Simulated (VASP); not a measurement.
# WC (rocksalt type) (Fm-3m) in VASP: a series of runs, part 2 of 2

VASP 6.6.1.

### 3 Single point, LDA (volume scaled by 0.8)

INCAR reads:

```
SYSTEM = WC
  PREC = Accurate
  ENCUT = 520
  EDIFF = 1E-6
  ISMEAR = -1
  SIGMA = 0.1
  LREAL = .False.
  LASPH = .True.
  NELM = 80
  ALGO = Normal
  ISIF = 2
  LWAVE = .False.
  LCHARG = .False.
  NBANDS = 16
```

KPOINTS reads:

```
Automatic mesh
0
Gamma
  17 17 17
  0 0 0
```

POSCAR reads:

```
WC
1.0
    0.0000000000      2.0066460044      2.0066460044
    2.0066460044      0.0000000000      2.0066460044
    2.0066460044      2.0066460044      0.0000000000
W C
1 1
Direct
    0.0000000000      0.0000000000      0.0000000000
    0.5000000000      0.5000000000      0.5000000000
```

Potentials or basis: VASP PAW LDA potentials, release 64 (W_sv, C).

On the command line:

```sh
> cat potpaw_LDA.64/W_sv/POTCAR potpaw_LDA.64/C/POTCAR > POTCAR
> mpirun -np 1 vasp_std > vasp.out
```

OUTCAR:

```text
SYSTEM = WC
   PREC = Accurate
   ENCUT = 520
   EDIFF = 1E-6
   ISMEAR = -1
   LREAL = .False.
   LASPH = .True.
   NELM = 80
   ISIF = 2

 ion  position               nearest neighbor table
   1  0.000  0.000  0.000-   2 2.01   2 2.01   2 2.01   2 2.01   2 2.01   2 2.01
   2  0.500  0.500  0.500-   1 2.01   1 2.01   1 2.01   1 2.01   1 2.01   1 2.01

  LATTYP: Found a face centered cubic cell.
 ALAT       =     4.0132920088

  Lattice vectors:

 A1 = (   0.0000000000,   2.0066460044,   2.0066460044)
 A2 = (   2.0066460044,   0.0000000000,   2.0066460044)
 A3 = (   2.0066460044,   2.0066460044,   0.0000000000)

Analysis of symmetry for initial positions (statically):
=====================================================================
 Subroutine PRICEL returns:
 Original cell was already a primitive cell.

 Routine SETGRP: Setting up the symmetry group for a
 face centered cubic supercell.

 Subroutine GETGRP returns: Found 48 space group operations
 (whereof 48 operations were pure point group operations)
 out of a pool of 48 trial point group operations.

The static configuration has the point symmetry O_h .

Analysis of symmetry for dynamics (positions and initial velocities):
=====================================================================
 Subroutine PRICEL returns:
 Original cell was already a primitive cell.

 Routine SETGRP: Setting up the symmetry group for a
 face centered cubic supercell.

 Subroutine GETGRP returns: Found 48 space group operations
 (whereof 48 operations were pure point group operations)
 out of a pool of 48 trial point group operations.

The dynamic configuration has the point symmetry O_h .

 Subroutine INISYM returns: Found 48 space group operations
 (whereof 48 operations are pure point group operations),
 and found     1 'primitive' translations

----------------------------------------------------------------------------------------

                                     Primitive cell

  volume of cell :      16.1600
[... 109 lines left out ...]
     AMIX_MAG =   1.60;   BMIX_MAG =  1.00
  volume/ion in A,a.u.               =       8.08        54.53
  Fermi-wavevector in a.u.,A,eV,Ry     =   1.697012  3.206888 39.182732  2.879850
  Thomas-Fermi vector in A             =   2.777770
   LORBIT       =      0    0 simple, 1 ext, 2 COOP (PROOUT), +10 PAW based schemes
   GGA     = CA    functional components
   LHFCALC =     F    Hartree Fock is set to
   AEXX    =    0.0000 exact exchange contribution
   IVDW    =     0    specifies the selected vdW correction
   LEPSILON=     F    determine dielectric tensor
   LRPA    =     F    only Hartree local field effects (RPA)
 non-spin polarized calculation
  energy-cutoff  :      520.00
  volume of cell :       16.16
 maximum number of plane-waves:       448
 NGX is ok and might be reduce to    24
   NGX = 11   NGY = 11   NGZ = 11

 number of electron      18.0000000 magnetization

 Free energy of the ion-electron system (eV)
  ---------------------------------------------------
  ext. energy  EPLUGINS =         0.00000000
  ---------------------------------------------------
  free energy    TOTEN  =       -22.22118363 eV

  energy without entropy =      -22.19578311  energy(sigma->0) =      -22.20848337

 E-fermi :  16.7804     XC(G=0): -15.4099

 val. band max:       16.7611645943   @ k =   0.4706   0.1176   0.0588
 cond. band min:      16.7811554035   @ k =  -0.3529   0.3529   0.1765
 fundamental gap:      0.0199908091
 Fermi energy:        16.7803784459

 k-point     1 :       0.0000    0.0000    0.0000
  band No.  band energies     occupation
      1     -58.0694      2.00000
      2     -22.2178      2.00000
      3     -22.2178      2.00000
      4     -22.2178      2.00000
      5      -1.1299      2.00000
      6      12.8797      2.00000
[... 433 lines left out ...]
      3     -22.2931      2.00000
      4     -22.2301      2.00000
      5      -0.2552      2.00000
      6      11.0913      2.00000
[... 8 lines left out ...]
     15      28.0578      0.00000
     16      39.8636      0.00000

 [... further k-points ...]

------------------------ aborting loop because EDIFF is reached ----------------------------------------

  FORCE on cell =-STRESS in cart. coord.  units (eV):
  Direction    XX          YY          ZZ          XY          YZ          ZX
  --------------------------------------------------------------------------------------
  -------------------------------------------------------------------------------------
  Total       15.1607466     15.1607466     15.1607466      0.0000000      0.0000000     -0.0000000
  in kB     1503.1034895   1503.1034895   1503.1034895      0.0000000      0.0000000     -0.0000000
  external PRESSURE =    1503.1034895 kB  Pullay stress =       0.0000000 kB

 VOLUME and BASIS-vectors are now :
 -----------------------------------------------------------------------------
  energy-cutoff  :      520.00
  volume of cell :       16.16
      direct lattice vectors                 reciprocal lattice vectors
     0.000000000  2.006646004  2.006646004    -0.249172001  0.249172001  0.249172001
     2.006646004  0.000000000  2.006646004     0.249172001 -0.249172001  0.249172001
     2.006646004  2.006646004  0.000000000     0.249172001  0.249172001 -0.249172001

 POSITION                                       TOTAL-FORCE (eV/Angst)
 -----------------------------------------------------------------------------------
      0.00000      0.00000      0.00000        -0.000000      0.000000     -0.000000
      2.00665      2.00665      2.00665         0.000000     -0.000000      0.000000
 -----------------------------------------------------------------------------------
    total drift:                                0.000000     -0.000000     -0.000000

  FREE ENERGIE OF THE ION-ELECTRON SYSTEM (eV)
  ---------------------------------------------------
  free  energy   TOTEN  =       -22.2211836267 eV

  energy  without entropy=      -22.1957831064  energy(sigma->0) =      -22.20848337
```

Wall time 30 s (1 thread of AMD EPYC 7R13 (Zen 3), shared host); peak memory 0.13 GiB.

Results:

* Free energy: -22.2212 eV
* Pressure: 150.3 GPa
* Band gap on the k mesh: zero (band 9 reaches 18.41 eV, above the bottom of band 10 at 13.84 eV)

Levels at points of the mesh, in eV from the Fermi level:
| k point | band 6 | band 7 | band 8 | band 9 | band 10 | band 11 | band 12 | band 13 |
| --- | --- | --- | --- | --- | --- | --- | --- | --- |
| (0.00, 0.00, 0.00) | -3.90 | -3.90 | -3.90 | -1.57 | -1.57 | -1.57 | -1.23 | -1.23 |

Caveat: the cell differs from its parent crystal (volume scaled by 0.8); spin-orbit coupling is left out, which moves the levels of the heavy elements.

### 4 Single point, LDA (volume scaled by 0.88)

INCAR reads:

```
  ALGO = Normal
  EDIFF = 1E-6
  ENCUT = 520
  ISIF = 2
  ISMEAR = -1
  LASPH = T
  LCHARG = F
  LREAL = F
  LWAVE = F
  NBANDS = 16
  NELM = 60
  PREC = Accurate
  SIGMA = 0.1
```

KPOINTS reads:

```
k-points
0
Gamma
  17 17 17
```

POSCAR reads:

```
WC
1.0
    0.0000000000      2.0714207690      2.0714207690
    2.0714207690      0.0000000000      2.0714207690
    2.0714207690      2.0714207690      0.0000000000
W C
1 1
Direct
    0.0000000000      0.0000000000      0.0000000000
    0.5000000000      0.5000000000      0.5000000000
```

On the command line:

```sh
> cat potpaw_LDA.64/W_sv/POTCAR potpaw_LDA.64/C/POTCAR > POTCAR
> mpirun -np 1 vasp_std > vasp.out
```

Run time: 31 s. Hardware: 1 thread of AMD EPYC 7R13 (Zen 3), shared host; peak memory 0.14 GiB.

It converged, with:

| Property | Result |
| --- | --- |
| Free energy | -23.3139 eV |
| Pressure | 71.8 GPa |
| Band gap on the k mesh | zero (band 9 reaches 16.45 eV, above the bottom of band 10 at 12.46 eV) |

Levels at points of the mesh, in eV from the Fermi level:
```csv
k point,band 6,band 7,band 8,band 9,band 10,band 11,band 12,band 13
"(0.00, 0.00, 0.00)",-3.45,-3.45,-3.45,-1.36,-1.36,-1.36,-1.13,-1.13
```

Caveat: the cell differs from its parent crystal (volume scaled by 0.88); spin-orbit coupling is left out, which moves the levels of the heavy elements.

### 5 Single point, LDA

This run uses another cell than the first one, of 10.10 Å³/atom, 1.389 times its volume.

INCAR reads:

```
SYSTEM = WC
PREC     = Accurate       ! precision mode
ENCUT    = 520            ! plane-wave cutoff, eV
EDIFF    = 1E-6           ! SCF threshold, eV
ISMEAR   = -1             ! smearing method
SIGMA    = 0.1            ! smearing width, eV
LREAL    = .FALSE.        ! projectors in reciprocal space
LASPH    = .TRUE.         ! aspherical terms in the spheres
NELM     = 60             ! most SCF steps
ALGO     = Normal         ! electronic algorithm
ISIF     = 2              ! what is computed and relaxed
LWAVE    = .FALSE.        ! write WAVECAR
LCHARG   = .TRUE.         ! write CHGCAR
GGA      = CA             ! functional
LELF     = .TRUE.         ! ELF
LVHAR    = .TRUE.       
NBANDS   = 16             ! bands
```

KPOINTS reads:

```
Automatic mesh
0
G
  17 17 17
  0 0 0
```

POSCAR reads:

```
WC
1.0
    0.0000000000      2.1615938812      2.1615938812
    2.1615938812      0.0000000000      2.1615938812
    2.1615938812      2.1615938812      0.0000000000
W C
1 1
Direct
    0.0000000000      0.0000000000      0.0000000000
    0.5000000000      0.5000000000      0.5000000000
```

On the command line:

```sh
> cat potpaw_LDA.64/W_sv/POTCAR potpaw_LDA.64/C/POTCAR > POTCAR
> mpirun -np 1 vasp_std > vasp.out
```

Run time: 33 s. Hardware: 1 thread of AMD EPYC 7R13 (Zen 3), shared host; peak memory 0.14 GiB.

It converged, with:

* Free energy: -23.8216 eV
* Pressure: 2.4 GPa
* Band gap on the k mesh: zero (band 9 reaches 14.02 eV, above the bottom of band 10 at 10.74 eV)

Levels at points of the mesh, in eV from the Fermi level:
| k point | band 6 | band 7 | band 8 | band 9 | band 10 | band 11 | band 12 | band 13 |
| --- | --- | --- | --- | --- | --- | --- | --- | --- |
| (0.00, 0.00, 0.00) | -2.90 | -2.90 | -2.90 | -1.09 | -1.09 | -1.09 | -1.00 | -1.00 |

Caveat: spin-orbit coupling is left out, which moves the levels of the heavy elements.

### 6 Single point, LDA+U

This run uses another cell than the first one, of 5.56 Å³/atom, 0.764 times its volume.

INCAR reads:

```
ALGO = Normal
EDIFF = 1E-6
ENCUT = 520
GGA = CA
ISIF = 2
ISMEAR = -5
LASPH = True
LCHARG = False
LDAU = True
LDAUJ = 0 0
LDAUL = 2 -1
LDAUPRINT = 1
LDAUTYPE = 2
LDAUU = 5 0
LMAXMIX = 4
LREAL = False
LWAVE = False
NBANDS = 16
NELM = 150
PREC = Accurate
SIGMA = 0.1
```

KPOINTS reads:

```
k-points
0
Gamma
  17 17 17
```

POSCAR reads:

```
WC
1.0
    0.0000000000      1.7710398453      1.7710398453
    1.7710398453      0.0000000000      1.7710398453
    1.7710398453      1.7710398453      0.0000000000
W C
1 1
Direct
    0.0000000000      0.0000000000      0.0000000000
    0.5000000000      0.5000000000      0.5000000000
```

Potentials or basis: VASP PAW LDA potentials, release 64 (W_sv, C).

On the command line:

```sh
> cat potpaw_LDA.64/W_sv/POTCAR potpaw_LDA.64/C/POTCAR > POTCAR
> mpirun -np 1 vasp_std > vasp.out
```

It took 23 s on 1 thread of AMD EPYC 7R13 (Zen 3), shared host; peak memory 0.11 GiB.

The run converged, but its numbers aren't listed here, since they failed a check.

Caveat: spin-orbit coupling is left out, which moves the levels of the heavy elements; U without spin polarisation on a metal has little footing; the U is typed as a test and isn't derived for this compound; tetrahedron occupations give inexact forces and stress in metals.

### 7 The runs side by side

```csv
cell,gap on the mesh (eV),pressure (GPa)
"a = 2.740 Å, angles 60.0°, 2 atoms",none,273.6
"a = 2.838 Å, angles 60.0°, 2 atoms",none,150.3
"a = 2.929 Å, angles 60.0°, 2 atoms",none,71.8
"a = 3.057 Å, angles 60.0°, 2 atoms",none,2.4
```

Alike in all rows: task single point; level LDA; potentials or basis VASP PAW LDA potentials, release 64 (W_sv, C); no spin polarisation; k mesh 17 × 17 × 17; cutoff (eV) 520; smearing fermi-dirac 0.1 eV.

Caveats: spin-orbit coupling is left out, which moves the levels of the heavy elements.

Absolute energies hang on the potentials; compare differences alone.
